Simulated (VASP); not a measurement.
# Mo (Immm) in VASP: a series of runs, part 2 of 2

VASP 6.6.1. Earlier steps stand in the parts before.

**3. Single point, PBE**

Contents of INCAR:

```
SYSTEM = Mo
PREC = Accurate
ENCUT = 520
EDIFF = 1E-7
ISMEAR = 0
SIGMA = 0.15
LREAL = .FALSE.
LASPH = .TRUE.
NELM = 60
ALGO = Fast
ISIF = 2
LWAVE = .FALSE.
LCHARG = .TRUE.
GGA = PE
LELF = .TRUE.
LVHAR = .TRUE.
NBANDS = 13
```

Contents of KPOINTS:

```
regular mesh
0
G
  20 20 20
  0 0 0
```

Contents of POSCAR:

```
Mo
1.0
   -1.4511945180      1.7672384050      1.5222253816
    1.4511945180     -1.7672384050      1.5222253816
    1.4511945180      1.7672384050     -1.5222253816
Mo
1
Direct
    0.0000000000      0.0000000000      0.0000000000
```

Potentials or basis: VASP PAW PBE potentials, release 64 (Mo_sv).

The run is started by

```console
$ cat potpaw_PBE.64/Mo_sv/POTCAR > POTCAR
$ mpirun -np 1 vasp_std > vasp.out
```

Wall time 2 min (1 thread of AMD EPYC 9R45 (Zen 5), shared host); peak memory 0.27 GiB.

It converged, with:

- Free energy: -10.6888 eV
- Pressure: 6.6 GPa
- Band gap on the k mesh: zero (bands 7 and 8 overlap by 4.80 eV)

Stress tensor (GPa, compression positive):
```
 20.92   0.00   0.00
  0.00 -12.54   0.00
  0.00   0.00  11.27
```

Levels at points of the mesh, in eV from the Fermi level:
```tsv
k point	band 5	band 6	band 7	band 8	band 9	band 10
(0.00, 0.00, 0.00)	-7.14	-1.87	-1.18	0.18	0.29	2.50
(0.50, 0.00, 0.00)	-5.10	-2.08	-0.04	1.19	2.63	4.49
(0.00, 0.50, 0.00)	-5.38	-4.37	2.74	2.95	3.63	4.96
(0.50, 0.50, 0.00)	-5.16	-2.76	0.32	1.64	3.39	4.41
(0.50, 0.50, 0.50)	-5.51	-5.07	3.79	4.28	4.40	6.34
```

Caveat: the cell differs from its parent crystal (strain +e along x and -e along y -0.1000, strain +e along z and -e/2 along x and y -0.0367); the stress differs along the axes, from -13 to 21 GPa.

**4. Single point, PBE**

Contents of INCAR:

```
SYSTEM = Mo
PREC     = Accurate       ! precision mode
ENCUT    = 520            ! plane-wave cutoff, eV
EDIFF    = 1E-6           ! SCF threshold, eV
ISMEAR   = 0              ! smearing method
SIGMA    = 0.15           ! smearing width, eV
LREAL    = .FALSE.        ! projectors in reciprocal space
LASPH    = .TRUE.         ! aspherical terms in the spheres
NELM     = 80             ! most SCF steps
ALGO     = Fast           ! electronic algorithm
ISIF     = 2              ! what is computed and relaxed
LWAVE    = .FALSE.        ! write WAVECAR
LCHARG   = .FALSE.        ! write CHGCAR
GGA      = PE             ! functional
NBANDS   = 13             ! bands
```

Contents of KPOINTS:

```
Automatic mesh
0
G
  20 20 20
  0 0 0
```

Contents of POSCAR:

```
Mo
1.0
   -1.4722114365      1.6302333800      1.6382134882
    1.4722114365     -1.6302333800      1.6382134882
    1.4722114365      1.6302333800     -1.6382134882
Mo
1
Direct
    0.0000000000      0.0000000000      0.0000000000
```

Potentials or basis: VASP PAW PBE potentials, release 64 (Mo_sv).

The run is started by

```console
$ cat potpaw_PBE.64/Mo_sv/POTCAR > POTCAR
$ mpirun -np 1 vasp_std > vasp.out
```

OUTCAR:

```text
SYSTEM = Mo
   PREC = Accurate
   ENCUT = 520
   EDIFF = 1E-6
   ISMEAR = 0
   LREAL = .FALSE.
   LASPH = .TRUE.
   NELM = 80
   ISIF = 2
   GGA = PE

 ion  position               nearest neighbor table
   1  0.000  0.000  0.000-

  LATTYP: Found a body centered orthorhombic cell.
 ALAT       =     2.9444228730
 B/A-ratio  =     1.1073364461
 C/A-ratio  =     1.1127569367

  Lattice vectors:

 A1 = (  -1.4722114365,   1.6302333800,   1.6382134882)
 A2 = (   1.4722114365,  -1.6302333800,   1.6382134882)
 A3 = (   1.4722114365,   1.6302333800,  -1.6382134882)

Analysis of symmetry for initial positions (statically):
=====================================================================
 Subroutine PRICEL returns:
 Original cell was already a primitive cell.

 Routine SETGRP: Setting up the symmetry group for a
 body centered orthorhombic supercell.

 Subroutine GETGRP returns: Found  8 space group operations
 (whereof  8 operations were pure point group operations)
 out of a pool of  8 trial point group operations.

[... 170 lines left out ...]
      1     -48.7656      2.00000
      2     -22.0710      2.00000
      3     -22.0699      2.00000
      4     -21.9950      2.00000
      5       5.2856      2.00000
      6      10.4012      2.00000
      7      11.6530      2.00000
      8      11.6996      2.00000
      9      13.2315      0.00000
     10      14.8409      0.00000
     11      26.7137      0.00000
     12      26.7975      0.00000
     13      28.8694      0.00000
[... 354 lines left out ...]
  band No.  band energies     occupation
      1     -48.5598      2.00000
      2     -23.2496      2.00000
      3     -22.3137      2.00000
      4     -22.0423      2.00000
      5       7.5239      2.00000
      6      10.2690      2.00000
      7      11.8702      2.00000
      8      13.1299      0.00000
      9      14.4175      0.00000
     10      16.0945      0.00000
     11      24.8603      0.00000
     12      25.6725      0.00000
     13      32.8492      0.00000

 [... further k-points ...]

------------------------ aborting loop because EDIFF is reached ----------------------------------------

  FORCE on cell =-STRESS in cart. coord.  units (eV):
  Direction    XX          YY          ZZ          XY          YZ          ZX
  --------------------------------------------------------------------------------------
  -------------------------------------------------------------------------------------
  Total        2.2359263     -0.6275529     -0.7355091      0.0000000      0.0000000      0.0000000
  in kB      227.7810559    -63.9308479    -74.9287004      0.0000000      0.0000000      0.0000000
  external PRESSURE =      29.6405025 kB  Pullay stress =       0.0000000 kB

 VOLUME and BASIS-vectors are now :
 -----------------------------------------------------------------------------
  energy-cutoff  :      520.00
  volume of cell :       15.73
      direct lattice vectors                 reciprocal lattice vectors
    -1.472211437  1.630233380  1.638213488     0.000000000  0.306704553  0.305210526
     1.472211437 -1.630233380  1.638213488     0.339625130  0.000000000  0.305210526
     1.472211437  1.630233380 -1.638213488     0.339625130  0.306704553  0.000000000

 POSITION                                       TOTAL-FORCE (eV/Angst)
 -----------------------------------------------------------------------------------
      0.00000      0.00000      0.00000         0.000000     -0.000000     -0.000000
 -----------------------------------------------------------------------------------
    total drift:                                0.000000     -0.000000      0.000000

  FREE ENERGIE OF THE ION-ELECTRON SYSTEM (eV)
  ---------------------------------------------------
  free  energy   TOTEN  =       -10.8304519007 eV

  energy  without entropy=      -10.8211321933  energy(sigma->0) =      -10.82579205
```

stdout:

```text
POSCAR found type information on POSCAR Mo
 POSCAR found :  1 types and       1 ions
 scaLAPACK will be used
 LDA part: xc-table for (Slater+PW92), standard interpolation
 POSCAR, INCAR and KPOINTS ok, starting setup
 FFT: planning ... GRIDC
 FFT: planning ... GRID_SOFT
 FFT: planning ... GRID
 WAVECAR not read
 entering main loop
```

It took 99 s on 1 thread of AMD EPYC 9R45 (Zen 5), shared host; peak memory 0.28 GiB.

What came out:

```yaml
Free_energy: -10.8305 eV
Pressure: 3.0 GPa
Band_gap_on_the_k_mesh: zero (bands 7 and 8 overlap by 5.01 eV)
```

Stress tensor (GPa, compression positive):
```
22.78  0.00  0.00
 0.00 -6.39  0.00
 0.00  0.00 -7.49
```

Caveat: the cell differs from its parent crystal (strain +e along x and -e along y -0.0500, strain +e along z and -e/2 along x and y +0.0367); the stress differs along the axes, from -7 to 23 GPa.

**5. Single point, PBE**

Contents of INCAR:

```
SYSTEM = Mo
PREC = Accurate ; ENCUT = 520
EDIFF = 1E-7 ; ISMEAR = 0
SIGMA = 0.15 ; LREAL = .FALSE.
LASPH = .TRUE. ; NELM = 60
ALGO = Fast ; ISIF = 2
LWAVE = .FALSE. ; LCHARG = .FALSE.
GGA = PE ; NBANDS = 13
```

Contents of KPOINTS:

```
regular mesh
0
G
  20 20 20
  0 0 0
```

Contents of POSCAR:

```
Mo
1.0
   -1.5302054898      1.6882274333      1.5222253816
    1.5302054898     -1.6882274333      1.5222253816
    1.5302054898      1.6882274333     -1.5222253816
Mo
1
Direct
    0.0000000000      0.0000000000      0.0000000000
```

The run is started by

```console
$ cat potpaw_PBE.64/Mo_sv/POTCAR > POTCAR
$ mpirun -np 1 vasp_std > vasp.out
```

It took 1.9 min on 1 thread of AMD EPYC 9R45 (Zen 5), shared host; peak memory 0.28 GiB.

The run converged. Its results:

- Free energy: -10.8460 eV
- Pressure: 2.6 GPa
- Band gap on the k mesh: zero (bands 7 and 8 overlap by 4.71 eV)

Stress tensor (GPa, compression positive):
```
 10.55   0.00   0.00
  0.00 -14.84   0.00
  0.00   0.00  12.21
```

Levels at points of the mesh, in eV from the Fermi level:
| k point | band 4 | band 5 | band 6 | band 7 | band 8 | band 9 | band 10 | band 11 |
| --- | --- | --- | --- | --- | --- | --- | --- | --- |
| (0.00, 0.00, 0.00) | -34.53 | -7.21 | -1.63 | -1.56 | -0.54 | 0.87 | 2.21 | 13.74 |
| (0.50, 0.00, 0.00) | -34.55 | -5.23 | -2.93 | 0.79 | 1.42 | 2.59 | 4.53 | 11.29 |
| (0.00, 0.50, 0.00) | -34.63 | -5.37 | -4.06 | 2.17 | 2.59 | 2.82 | 4.83 | 11.81 |
| (0.50, 0.50, 0.00) | -34.54 | -5.22 | -2.86 | 0.75 | 1.37 | 2.51 | 4.53 | 11.24 |
| (0.50, 0.50, 0.50) | -35.36 | -5.49 | -5.24 | 3.75 | 4.09 | 4.10 | 7.33 | 9.84 |

Caveat: the cell differs from its parent crystal (strain +e along x and -e along y -0.0500, strain +e along z and -e/2 along x and y -0.0367); the stress differs along the axes, from -15 to 12 GPa.

**6. Single point, PBE**

Contents of INCAR:

```
SYSTEM = Mo
ALGO = Fast
EDIFF = 1E-6
ENCUT = 520
GGA = PE
ISIF = 2
ISMEAR = 0
LASPH = .True.
LCHARG = .False.
LREAL = .False.
LWAVE = .False.
NBANDS = 13
NELM = 60
PREC = Accurate
SIGMA = 0.15
```

Contents of KPOINTS:

```
k-points
0
Gamma
  20 20 20
  0 0 0
```

Contents of POSCAR:

```
Mo
1.0
   -1.5591235054      1.7171454489      1.4643893503
    1.5591235054     -1.7171454489      1.4643893503
    1.5591235054      1.7171454489     -1.4643893503
Mo
1
Direct
    0.0000000000      0.0000000000      0.0000000000
```

Potentials or basis: VASP PAW PBE potentials, release 64 (Mo_sv).

The run is started by

```console
$ cat potpaw_PBE.64/Mo_sv/POTCAR > POTCAR
$ mpirun -np 1 vasp_std > vasp.out
```

It took 95 s on 1 thread of AMD EPYC 9R45 (Zen 5), shared host; peak memory 0.27 GiB.

It converged, with:

* Free energy: -10.7675 eV
* Pressure: 4.5 GPa
* Band gap on the k mesh: zero (bands 7 and 8 overlap by 4.85 eV)

Stress tensor (GPa, compression positive):
```
  5.48   0.00   0.00
  0.00 -14.52   0.00
  0.00   0.00  22.65
```

Levels at points of the mesh, in eV from the Fermi level:
| k point | band 4 | band 5 | band 6 | band 7 | band 8 | band 9 | band 10 | band 11 |
| --- | --- | --- | --- | --- | --- | --- | --- | --- |
| (0.00, 0.00, 0.00) | -34.43 | -7.17 | -1.99 | -1.14 | -0.23 | 0.54 | 2.44 | 13.57 |
| (0.50, 0.00, 0.00) | -34.53 | -5.22 | -3.13 | 0.76 | 1.70 | 3.23 | 4.50 | 11.61 |
| (0.00, 0.50, 0.00) | -34.62 | -5.36 | -4.18 | 2.41 | 2.48 | 3.39 | 4.87 | 11.87 |
| (0.50, 0.50, 0.00) | -34.47 | -5.14 | -2.28 | 0.28 | 1.13 | 2.25 | 4.53 | 10.99 |
| (0.50, 0.50, 0.50) | -35.17 | -5.50 | -5.16 | 3.79 | 4.11 | 4.30 | 6.97 | 9.37 |

Caveat: the cell differs from its parent crystal (strain +e along x and -e along y -0.0500, strain +e along z and -e/2 along x and y -0.0733); the stress differs along the axes, from -15 to 23 GPa.

**7. Overview**

```tsv
cell	further INCAR settings	gap on the mesh (eV)	pressure (GPa)
a = 2.747 Å, angles 119.0, 103.0, 106.8°, 1 atom	ALGO = Fast; EDIFF = 1e-06; NBANDS = 13	none	7.5
a = 2.747 Å, angles 116.2, 99.9, 112.7°, 1 atom	ALGO = Fast; EDIFF = 1e-07; NBANDS = 13	none	6.6
a = 2.740 Å, angles 115.0, 107.0, 106.6°, 1 atom	ALGO = Fast; EDIFF = 1e-06; NBANDS = 13	none	3.0
a = 2.740 Å, angles 112.1, 103.9, 112.5°, 1 atom	ALGO = Fast; EDIFF = 1e-07; NBANDS = 13	none	2.6
a = 2.743 Å, angles 110.7, 102.5, 115.5°, 1 atom	ALGO = Fast; EDIFF = 1e-06; NBANDS = 13	none	4.5
```

Alike in all rows: task single point; level PBE; potentials or basis VASP PAW PBE potentials, release 64 (Mo_sv); no spin polarisation; k mesh 20 × 20 × 20; cutoff (eV) 520; smearing gaussian 0.15 eV.

Caveats: the stress differs along the axes, from -6 to 29 GPa (at least some runs); the stress differs along the axes, from -13 to 21 GPa (at least some runs); the stress differs along the axes, from -7 to 23 GPa (at least some runs); the stress differs along the axes, from -15 to 12 GPa (at least some runs); the stress differs along the axes, from -15 to 23 GPa (at least some runs).

Absolute energies hang on the potentials; compare differences alone.
